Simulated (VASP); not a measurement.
CdTe:

```
Te Cd
1.0
     0.00000    3.20500    3.20500
     3.20500    0.00000    3.20500
     3.20500    3.20500    0.00000
Te Cd
1 1
Cartesian
  4.8075 4.8075 4.8075
  0.0000 0.0000 0.0000
```

- Program: VASP 6.6.1
- Task: relaxation of cell and atoms
- Functional: RPBE
- Dispersion: D4
- Potentials or basis: VASP PAW PBE potentials, release 64 (Te, Cd)
- Cutoff: 600 eV
- k mesh: 7 × 7 × 7
- Occupations: fermi-dirac, width 0.05 eV
- Spin: no spin polarisation

At the start: pressure 2.2 GPa; volume 32.92 Å³/atom.

**Question.** Where does the relaxation end?

**Answer.** Over 3 steps the energy falls by 11.6 meV/atom and the volume is 34.67 Å³/atom (+5.3 %); space group F-43m (No. 216, to 0.1 Å) before and after.

Step by step:
```
step  energy change (eV)  largest force (eV/Å)  pressure (GPa)  volume (Å³)
   1              0.0000                0.0000            2.24        65.84
   2             -0.0216                0.0000           -0.51        70.32
   3             -0.0232                0.0000            0.01        69.34
```

Final structure:
```yaml
crystal:
  lattice:
    - [0.00000, 3.26074, 3.26074]
    - [3.26074, 0.00000, 3.26074]
    - [3.26074, 3.26074, 0.00000]
  atoms:
    - { symbol: Te, position: [0.75000, 0.75000, 0.75000] }
    - { symbol: Cd, position: [0.00000, 0.00000, 0.00000] }
```

Caveat: the PAW data sets were made with another functional, which shifts forces and pressure a little.
